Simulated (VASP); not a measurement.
# Au (Im-3m) in VASP: notebook

Runs on Au. Level: PBE0. Tasks: single point.

All numbers are computed with VASP 6.6.1; they aren't measurements. Logs are shortened: lines on timing, memory, paths and dates and some standing lists are left out, and cuts for length are marked.

## Step 1: The cell of the first run

The structure is cubic, space group Im-3m (No. 229). The conventional cell has a = 3.315 Å, b = 3.315 Å, c = 3.315 Å, α = 90.00°, β = 90.00°, γ = 90.00°. Au (site symmetry m-3m) has 14 Au at 2.87 to 3.31 Å within 3.8 Å.

## Step 2: Single point, PBE0

POSCAR

```
Au
1.0
   -1.6572690000      1.6572690000      1.6572690000
    1.6572690000     -1.6572690000      1.6572690000
    1.6572690000      1.6572690000     -1.6572690000
Au
1
Direct
    0.0000000000      0.0000000000      0.0000000000
```

INCAR.step1

```
SYSTEM = Au
PREC     = Accurate       ! precision mode
ENCUT    = 520            ! plane-wave cutoff, eV
EDIFF    = 1E-5           ! SCF threshold, eV
ISMEAR   = -1             ! smearing method
SIGMA    = 0.05           ! smearing width, eV
LREAL    = .False.        ! projectors in reciprocal space
LASPH    = .True.         ! aspherical terms in the spheres
NELM     = 60             ! most SCF steps
ALGO     = Normal         ! electronic algorithm
ISIF     = 2              ! what is computed and relaxed
LWAVE    = .True.         ! write WAVECAR
LCHARG   = .False.        ! write CHGCAR
NBANDS   = 12             ! bands
GGA      = PE             ! functional
```

INCAR.step2

```
SYSTEM = Au
PREC     = Accurate       ! precision mode
ENCUT    = 520            ! plane-wave cutoff, eV
EDIFF    = 1E-7           ! SCF threshold, eV
ISMEAR   = -1             ! smearing method
SIGMA    = 0.05           ! smearing width, eV
LREAL    = .False.        ! projectors in reciprocal space
LASPH    = .True.         ! aspherical terms in the spheres
NELM     = 60             ! most SCF steps
ALGO     = Normal         ! electronic algorithm
ISIF     = 2              ! what is computed and relaxed
LWAVE    = .False.        ! write WAVECAR
LCHARG   = .False.        ! write CHGCAR
GGA      = PE             ! functional
LHFCALC  = .True.         ! exact exchange
AEXX     = 0.25           ! exact-exchange fraction
PRECFOCK = Normal       
NBANDS   = 12             ! bands
ISTART   = 1
```

KPOINTS

```
regular mesh
0
Gamma
  6 6 6
  0 0 0
```

Potentials or basis: VASP PAW PBE potentials, release 64 (Au).

Command:

```
$ cat potpaw_PBE.64/Au/POTCAR > POTCAR
$ cp INCAR.step1 INCAR
$ mpirun -np 1 vasp_std > vasp.out
$ cp INCAR.step2 INCAR
$ mpirun -np 1 vasp_std > vasp.out
```

OUTCAR:

```text
SYSTEM = Au
   PREC = Accurate
   ENCUT = 520
   EDIFF = 1E-7
   ISMEAR = -1
   LREAL = .False.
   LASPH = .True.
   NELM = 60
   ISIF = 2
   GGA = PE
   LHFCALC = .True.
   AEXX = 0.25
   PRECFOCK = Normal
   ISTART = 1

 ion  position               nearest neighbor table
   1  0.000  0.000  0.000-

  LATTYP: Found a body centered cubic cell.
 ALAT       =     3.3145380000

  Lattice vectors:

 A1 = (  -1.6572690000,   1.6572690000,   1.6572690000)
 A2 = (   1.6572690000,  -1.6572690000,   1.6572690000)
 A3 = (   1.6572690000,   1.6572690000,  -1.6572690000)

Analysis of symmetry for initial positions (statically):
=====================================================================
 Subroutine PRICEL returns:
 Original cell was already a primitive cell.

 Routine SETGRP: Setting up the symmetry group for a
 body centered cubic supercell.

 Subroutine GETGRP returns: Found 48 space group operations
 (whereof 48 operations were pure point group operations)
 out of a pool of 48 trial point group operations.

The static configuration has the point symmetry O_h .

Analysis of symmetry for dynamics (positions and initial velocities):
=====================================================================
 Subroutine PRICEL returns:
 Original cell was already a primitive cell.

 Routine SETGRP: Setting up the symmetry group for a
 body centered cubic supercell.

 Subroutine GETGRP returns: Found 48 space group operations
 (whereof 48 operations were pure point group operations)
 out of a pool of 48 trial point group operations.

The dynamic configuration has the point symmetry O_h .

 Subroutine INISYM returns: Found 48 space group operations
 (whereof 48 operations are pure point group operations),
 and found     1 'primitive' translations

----------------------------------------------------------------------------------------

                                     Primitive cell

  volume of cell :      18.2070

  direct lattice vectors                    reciprocal lattice vectors
    -1.657269000  1.657269000  1.657269000     0.000000000  0.301701172  0.301701172
     1.657269000 -1.657269000  1.657269000     0.301701172  0.000000000  0.301701172
     1.657269000  1.657269000 -1.657269000     0.301701172  0.301701172  0.000000000

  length of vectors
     2.870474110  2.870474110  2.870474110     0.426669890  0.426669890  0.426669890

  position of ions in fractional coordinates (direct lattice)
     0.000000000  0.000000000  0.000000000

  ion indices of the primitive-cell ions
   primitive index   ion index
                 1           1

----------------------------------------------------------------------------------------

 KPOINTS: regular mesh

Automatic generation of k-mesh.
 Grid dimensions read from file:
 generate k-points for:    6    6    6

 Generating k-lattice:

  Cartesian coordinates                     Fractional coordinates (reciprocal lattice)
     0.000000000  0.050283529  0.050283529     0.166666667  0.000000000  0.000000000
     0.050283529  0.000000000  0.050283529     0.000000000  0.166666667  0.000000000
     0.050283529  0.050283529  0.000000000     0.000000000  0.000000000  0.166666667

  Length of vectors
     0.071111648  0.071111648  0.071111648

  Shift w.r.t. Gamma in fractional coordinates (k-lattice)
     0.000000000  0.000000000  0.000000000

 Subroutine IBZKPT returns following result:
 ===========================================

 Found     16 irreducible k-points:

 Following reciprocal coordinates:
            Coordinates               Weight
  0.000000  0.000000  0.000000      1.000000
  0.166667  0.000000  0.000000     12.000000
  0.333333  0.000000  0.000000     12.000000
  0.500000  0.000000  0.000000      6.000000
  0.166667  0.166667  0.000000     24.000000
  0.333333  0.166667  0.000000     48.000000
[... 8 lines left out ...]
  0.500000  0.500000  0.333333     12.000000
  0.500000  0.500000  0.500000      1.000000
   k-points           NKPTS =     16   k-points in BZ     NKDIM =    216   number of bands    NBANDS=     12
   number of dos      NEDOS =    301   number of ions     NIONS =      1
   total plane-waves  NPLWV =  13824
   dimension x,y,z NGX =    24 NGY =   24 NGZ =   24
   dimension x,y,z NGXF=    48 NGYF=   48 NGZF=   48
   ions per type =               1
   NGX,Y,Z   is equivalent  to a cutoff of  13.90, 13.90, 13.90 a.u.
   NGXF,Y,Z  is equivalent  to a cutoff of  27.80, 27.80, 27.80 a.u.
 SYSTEM =  Au
   PREC   = accura    normal or accurate (medium, high low for compatibility)
   ISTART =      1    job   : 0-new  1-cont  2-samecut
   ICHARG =      0    charge: 1-file 2-atom 10-const
   ISPIN  =      1    spin polarized calculation?
   LNONCOLLINEAR =      F non collinear calculations
   LSORBIT =      F    spin-orbit coupling
   LASPH  =      T    aspherical Exc in radial PAW
   ENCUT  =  520.0 eV  38.22 Ry    6.18 a.u.   5.34  5.34  5.34*2*pi/ulx,y,z
[... 26 lines left out ...]
   GGA     = PE    functional components
   LHFCALC =     T    Hartree Fock is set to
   PRECFOCK=normal    Normal, Fast or Accurate (Low or Medium for compatibility)
   ENCUT4O =  -1.0   cutoff for four orbital integrals eV
   NKREDX  =     1    reduce k-point grid by
   NKREDY  =     1    reduce k-point grid by
   NKREDZ  =     1    reduce k-point grid by
   AEXX    =    0.2500 exact exchange contribution
   HFSCREEN=    0.0000 screening length (either q_TF or 0.3 A-1)
   HFSCREENC=   0.0000 screening length for correlation (either q_TF or 0.3 A-1)
   ENCUTFOCK=  -1.0 apply spherical cutoff to Coloumb kernel
   IVDW    =     0    specifies the selected vdW correction
   LEPSILON=     F    determine dielectric tensor
   LRPA    =     F    only Hartree local field effects (RPA)
 non-spin polarized calculation
  energy-cutoff  :      520.00
  volume of cell :       18.21
 maximum number of plane-waves:       500
 NGX is ok and might be reduce to    24
  NGX = 18; NGY = 18; NGZ = 18

 number of electron      10.9999998 magnetization

 Free energy of the ion-electron system (eV)
  ---------------------------------------------------
  ext. energy  EPLUGINS =         0.00000000
  ---------------------------------------------------
  free energy    TOTEN  =        -3.47772850 eV

  energy without entropy =       -3.46699566  energy(sigma->0) =       -3.47236208

 E-fermi :   8.5511     XC(G=0):  -9.6614

 val. band max:        8.1446510426   @ k =  -0.3333   0.3333   0.3333
 cond. band min:       8.6244062339   @ k =   0.3333   0.1667   0.0000
 fundamental gap:      0.4797551914
 Fermi energy:         8.5511016936

 k-point     1 :       0.0000    0.0000    0.0000
  band No.  band energies     occupation
      1      -2.3854      2.00000
      2       2.1152      2.00000
      3       2.1152      2.00000
      4       2.1152      2.00000
      5       3.8883      2.00000
      6       3.8883      2.00000
      7      26.0866      0.00000
      8      26.0866      0.00000
      9      26.0866      0.00000
     10      33.3310      0.00000
     11      33.3310      0.00000
     12      33.3310      0.00000

 k-point     2 :       0.1667    0.0000    0.0000
  band No.  band energies     occupation
      1      -1.3598      2.00000
      2       1.8342      2.00000
      3       2.1697      2.00000
      4       2.8188      2.00000
      5       3.6486      2.00000
      6       3.9227      2.00000
      7      24.5195      0.00000
      8      25.6706      0.00000
      9      27.2409      0.00000
     10      29.3616      0.00000
     11      30.2213      0.00000
     12      30.2688      0.00000

 k-point     3 :       0.3333    0.0000    0.0000
  band No.  band energies     occupation
      1       0.0013      2.00000
      2       1.3138      2.00000
      3       3.5142      2.00000
      4       3.9358      2.00000
      5       4.0395      2.00000
      6       4.5239      2.00000
      7      17.6600      0.00000
      8      23.0437      0.00000
      9      25.4580      0.00000
     10      29.7549      0.00000
     11      29.9323      0.00000
     12      33.0913      0.00000
[... 166 lines left out ...]
 k-point    15 :       0.5000    0.5000    0.3333
  band No.  band energies     occupation
      1       0.6084      2.00000
      2       0.7862      2.00000
      3       3.7940      2.00000
      4       4.1377      2.00000
      5       5.2834      2.00000
      6      13.3496      0.00000
      7      13.8864      0.00000
      8      17.5126      0.00000
      9      22.4884      0.00000
     10      26.1027      0.00000
     11      26.1091      0.00000
     12      34.7983      0.00000

 k-point    16 :       0.5000    0.5000    0.5000
  band No.  band energies     occupation
      1       0.2018      2.00000
      2       0.2018      2.00000
      3       5.1849      2.00000
      4       5.1849      2.00000
      5       5.1849      2.00000
      6      15.4922      0.00000
      7      15.4922      0.00000
      8      15.4922      0.00000
      9      18.9499      0.00000
     10      24.8172      0.00000
     11      24.8172      0.00000
     12      34.5241      0.00000

------------------------ aborting loop because EDIFF is reached ----------------------------------------

  FORCE on cell =-STRESS in cart. coord.  units (eV):
  Direction    XX          YY          ZZ          XY          YZ          ZX
  --------------------------------------------------------------------------------------
  -------------------------------------------------------------------------------------
  Total       -0.4920184     -0.4920184     -0.4920184      0.0000000      0.0000000      0.0000000
  in kB      -43.2965129    -43.2965129    -43.2965129      0.0000000      0.0000000      0.0000000
  external PRESSURE =     -43.2965129 kB  Pullay stress =       0.0000000 kB

 VOLUME and BASIS-vectors are now :
 -----------------------------------------------------------------------------
  energy-cutoff  :      520.00
  volume of cell :       18.21
      direct lattice vectors                 reciprocal lattice vectors
    -1.657269000  1.657269000  1.657269000     0.000000000  0.301701172  0.301701172
     1.657269000 -1.657269000  1.657269000     0.301701172  0.000000000  0.301701172
     1.657269000  1.657269000 -1.657269000     0.301701172  0.301701172  0.000000000

 POSITION                                       TOTAL-FORCE (eV/Angst)
 -----------------------------------------------------------------------------------
      0.00000      0.00000      0.00000        -0.000000     -0.000000     -0.000000
 -----------------------------------------------------------------------------------
    total drift:                               -0.000000     -0.000000     -0.000000

  FREE ENERGIE OF THE ION-ELECTRON SYSTEM (eV)
  ---------------------------------------------------
  free  energy   TOTEN  =        -3.4777285046 eV

  energy  without entropy=       -3.4669956605  energy(sigma->0) =       -3.47236208
```

It took 6.7 min on 1 thread of Intel Xeon 6975P-C (Granite Rapids), shared host; peak memory 0.16 GiB.

Results:

```
Free energy : -3.4777 eV
Pressure    : -4.3 GPa
```

Caveat: the k points lie up to 0.45 Å⁻¹ apart; the PAW data sets were made with another functional, which shifts forces and pressure a little; spin-orbit coupling is left out, which moves the levels of the heavy elements.

## Step 3: Single point, PBE0

This run uses another cell than the first one, of 18.57 Å³/atom, 1.020 times its volume.

POSCAR

```
Au
1.0
   -1.6682446112      1.6682446112      1.6682446112
    1.6682446112     -1.6682446112      1.6682446112
    1.6682446112      1.6682446112     -1.6682446112
Au
1
Direct
    0.0000000000      0.0000000000      0.0000000000
```

INCAR.step1

```
ALGO = Normal
EDIFF = 1E-5
ENCUT = 520
GGA = PE
ISIF = 2
ISMEAR = -1
LASPH = True
LCHARG = False
LREAL = False
LWAVE = True
NBANDS = 12
NELM = 60
PREC = Accurate
SIGMA = 0.05
```

INCAR.step2

```
AEXX = 0.25
ALGO = Normal
EDIFF = 1E-6
ENCUT = 520
GGA = PE
ISIF = 2
ISMEAR = -1
ISTART = 1
LASPH = True
LCHARG = False
LHFCALC = True
LREAL = False
LWAVE = False
NBANDS = 12
NELM = 60
PREC = Accurate
PRECFOCK = Normal
SIGMA = 0.05
```

KPOINTS

```
k-points
0
Gamma
  6 6 6
```

Potentials or basis: VASP PAW PBE potentials, release 64 (Au).

Command:

```
$ cat potpaw_PBE.64/Au/POTCAR > POTCAR
$ cp INCAR.step1 INCAR
$ mpirun -np 1 vasp_std > vasp.out
$ cp INCAR.step2 INCAR
$ mpirun -np 1 vasp_std > vasp.out
```

It took 16 min on 1 thread of AMD EPYC 7R43 (Zen 3), shared host; peak memory 0.12 GiB.

It converged, with:

* Free energy: -3.4656 eV
* Pressure: -6.6 GPa

Levels at points of the mesh, in eV from the Fermi level:
| k point | band 2 | band 3 | band 4 | band 5 | band 6 | band 7 | band 8 | band 9 | band 10 | band 11 |
| --- | --- | --- | --- | --- | --- | --- | --- | --- | --- | --- |
| (0.00, 0.00, 0.00) | -6.32 | -6.32 | -6.32 | -4.61 | -4.61 | 17.52 | 17.52 | 17.52 | 24.43 | 24.43 |
| (0.50, 0.00, 0.00) | -7.33 | -4.69 | -4.38 | -2.95 | -0.93 | 3.72 | 13.25 | 14.52 | 21.92 | 22.31 |
| (0.50, 0.50, 0.50) | -8.17 | -3.35 | -3.35 | -3.35 | 6.93 | 6.93 | 6.93 | 10.17 | 16.06 | 16.06 |

Caveat: the k points lie up to 0.44 Å⁻¹ apart; the PAW data sets were made with another functional, which shifts forces and pressure a little; spin-orbit coupling is left out, which moves the levels of the heavy elements.

## Step 4: Single point, PBE0

This run uses another cell than the first one, of 18.94 Å³/atom, 1.040 times its volume.

POSCAR

```
Au
1.0
   -1.6790776720      1.6790776720      1.6790776720
    1.6790776720     -1.6790776720      1.6790776720
    1.6790776720      1.6790776720     -1.6790776720
Au
1
Direct
    0.0000000000      0.0000000000      0.0000000000
```

INCAR.step1

```
SYSTEM = Au
ALGO     = Normal         ! electronic algorithm
EDIFF    = 1E-5           ! SCF threshold, eV
ENCUT    = 520            ! plane-wave cutoff, eV
GGA      = PE             ! functional
ISIF     = 2              ! what is computed and relaxed
ISMEAR   = -1             ! smearing method
LASPH    = .True.         ! aspherical terms in the spheres
LCHARG   = .False.        ! write CHGCAR
LREAL    = .False.        ! projectors in reciprocal space
LWAVE    = .True.         ! write WAVECAR
NBANDS   = 12             ! bands
NELM     = 80             ! most SCF steps
PREC     = Accurate       ! precision mode
SIGMA    = 0.05           ! smearing width, eV
```

INCAR.step2

```
SYSTEM = Au
AEXX     = 0.25           ! exact-exchange fraction
ALGO     = Normal         ! electronic algorithm
EDIFF    = 1E-6           ! SCF threshold, eV
ENCUT    = 520            ! plane-wave cutoff, eV
GGA      = PE             ! functional
ISIF     = 2              ! what is computed and relaxed
ISMEAR   = -1             ! smearing method
ISTART   = 1            
LASPH    = .True.         ! aspherical terms in the spheres
LCHARG   = .False.        ! write CHGCAR
LHFCALC  = .True.         ! exact exchange
LREAL    = .False.        ! projectors in reciprocal space
LWAVE    = .False.        ! write WAVECAR
NBANDS   = 12             ! bands
NELM     = 80             ! most SCF steps
PREC     = Accurate       ! precision mode
PRECFOCK = Normal       
SIGMA    = 0.05           ! smearing width, eV
```

KPOINTS

```
k-points
0
Gamma
  6 6 6
  0 0 0
```

Command:

```
$ cat potpaw_PBE.64/Au/POTCAR > POTCAR
$ cp INCAR.step1 INCAR
$ mpirun -np 1 vasp_std > vasp.out
$ cp INCAR.step2 INCAR
$ mpirun -np 1 vasp_std > vasp.out
```

Wall time 15 min (1 thread of AMD EPYC 7R43 (Zen 3), shared host); peak memory 0.11 GiB.

Results (log left out):

| Item | Value |
| --- | --- |
| Free energy | -3.4487 eV |
| Pressure | -8.6 GPa |

Levels at points of the mesh, in eV from the Fermi level:
```tsv
k point	band 2	band 3	band 4	band 5	band 6	band 7	band 8	band 9	band 10	band 11
(0.00, 0.00, 0.00)	-6.21	-6.21	-6.21	-4.55	-4.55	17.50	17.50	17.50	24.09	24.09
(0.50, 0.00, 0.00)	-7.19	-4.64	-4.33	-2.95	-0.83	3.62	13.23	14.38	21.64	22.06
(0.50, 0.50, 0.50)	-7.99	-3.34	-3.34	-3.34	6.91	6.91	6.91	9.95	15.86	15.86
```

Caveat: the k points lie up to 0.44 Å⁻¹ apart; the PAW data sets were made with another functional, which shifts forces and pressure a little; spin-orbit coupling is left out, which moves the levels of the heavy elements.

## Step 5: Single point, PBE0

This run uses another cell than the first one, of 19.30 Å³/atom, 1.060 times its volume.

POSCAR

```
Au
1.0
   -1.6897727226      1.6897727226      1.6897727226
    1.6897727226     -1.6897727226      1.6897727226
    1.6897727226      1.6897727226     -1.6897727226
Au
1
Direct
    0.0000000000      0.0000000000      0.0000000000
```

INCAR.step1

```
SYSTEM = Au
PREC = Accurate
ENCUT = 520
EDIFF = 1E-5
ISMEAR = -1
SIGMA = 0.05
LREAL = .FALSE.
LASPH = .TRUE.
NELM = 100
ALGO = Normal
ISIF = 2
LWAVE = .TRUE.
LCHARG = .FALSE.
GGA = PE
NBANDS = 12
```

INCAR.step2

```
SYSTEM = Au
PREC = Accurate
ENCUT = 520
EDIFF = 1E-6
ISMEAR = -1
SIGMA = 0.05
LREAL = .FALSE.
LASPH = .TRUE.
NELM = 100
ALGO = Normal
ISIF = 2
LWAVE = .FALSE.
LCHARG = .FALSE.
GGA = PE
LHFCALC = .TRUE.
AEXX = 0.25
PRECFOCK = Normal
ISTART = 1
NBANDS = 12
```

KPOINTS

```
Automatic mesh
0
G
  6 6 6
  0 0 0
```

Command:

```
$ cat potpaw_PBE.64/Au/POTCAR > POTCAR
$ cp INCAR.step1 INCAR
$ mpirun -np 1 vasp_std > vasp.out
$ cp INCAR.step2 INCAR
$ mpirun -np 1 vasp_std > vasp.out
```

Wall time 20 min (1 thread of AMD EPYC 7R43 (Zen 3), shared host); peak memory 0.13 GiB.

The run converged. Its results:

- Free energy: -3.4276 eV
- Pressure: -10.2 GPa

Levels at points of the mesh, in eV from the Fermi level:
| k point | band 3 | band 4 | band 5 | band 6 | band 7 | band 8 | band 9 | band 10 |
| --- | --- | --- | --- | --- | --- | --- | --- | --- |
| (0.00, 0.00, 0.00) | -6.11 | -6.11 | -4.50 | -4.50 | 17.48 | 17.48 | 17.48 | 23.76 |
| (0.50, 0.00, 0.00) | -4.58 | -4.29 | -2.96 | -0.74 | 3.52 | 13.20 | 14.25 | 21.37 |
| (0.50, 0.50, 0.50) | -3.33 | -3.33 | -3.33 | 6.90 | 6.90 | 6.90 | 9.74 | 15.67 |

Caveat: the k points lie up to 0.44 Å⁻¹ apart; the PAW data sets were made with another functional, which shifts forces and pressure a little; spin-orbit coupling is left out, which moves the levels of the heavy elements.

## Step 6: The runs side by side

| cell | gap on the mesh (eV) | pressure (GPa) |
| --- | --- | --- |
| a = 2.870 Å, angles 109.5°, 1 atom | none | -4.3 |
| a = 2.889 Å, angles 109.5°, 1 atom | none | -6.6 |
| a = 2.908 Å, angles 109.5°, 1 atom | none | -8.6 |
| a = 2.927 Å, angles 109.5°, 1 atom | none | -10.2 |

Alike in all rows: task single point; level PBE0; potentials or basis VASP PAW PBE potentials, release 64 (Au); no spin polarisation; k mesh 6 × 6 × 6; cutoff (eV) 520; smearing fermi-dirac 0.05 eV.

Caveats: all runs use coarse meshes; the PAW data sets were made with another functional, which shifts forces and pressure a little; spin-orbit coupling is left out, which moves the levels of the heavy elements.

Total energies depend on the potentials used, so only differences within one code and one set of settings carry meaning.
